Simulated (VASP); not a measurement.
**KF: single point with PBE**

KF:

```
CELL_PARAMETERS angstrom
0.05859 2.75453 2.75453
2.75453 0.05859 2.75453
2.75453 2.75453 0.05859
ATOMIC_POSITIONS crystal
K 0.00000 0.00000 0.00000
F 0.50000 0.50000 0.50000
```

- Program: VASP 6.6.1
- Task: single point
- Functional: PBE
- Potentials or basis: VASP PAW PBE potentials, release 64 (K_sv, F)
- Cutoff: 520 eV
- k mesh: 8 × 8 × 8
- Occupations: gaussian, width 0.05 eV
- Spin: no spin polarisation

```json
{
 "Pressure": "-0.5 GPa",
 "Band gap on the k mesh": "5.85 eV"
}
```

Stress tensor (GPa, compression positive):
```
-0.46 -0.31 -0.31
-0.31 -0.46 -0.31
-0.31 -0.31 -0.46
```

Levels at points of the mesh, in eV from the valence-band top:
```
           k point  band 6  band 7  band 8  band 9  band 10  band 11
(0.00, 0.00, 0.00)   -0.03    0.00    0.00    5.85    10.30    10.59
(0.50, 0.00, 0.00)   -0.74   -0.35   -0.30    8.83    10.19    11.65
(0.50, 0.50, 0.00)   -0.25   -0.09   -0.07    8.13     9.96    11.33
(0.50, 0.50, 0.50)   -0.74   -0.28   -0.28    8.71    10.07    11.74
```

Wall time 51 s on 1 thread of Intel(R) Xeon(R) Platinum 8259CL CPU @ 2.50GHz (Skylake/Cascade Lake), with other jobs on the host, peak memory 0.18 GiB.

A k mesh can miss the band edges. A hybrid or GW would open this gap; PBE tends to underestimate it.
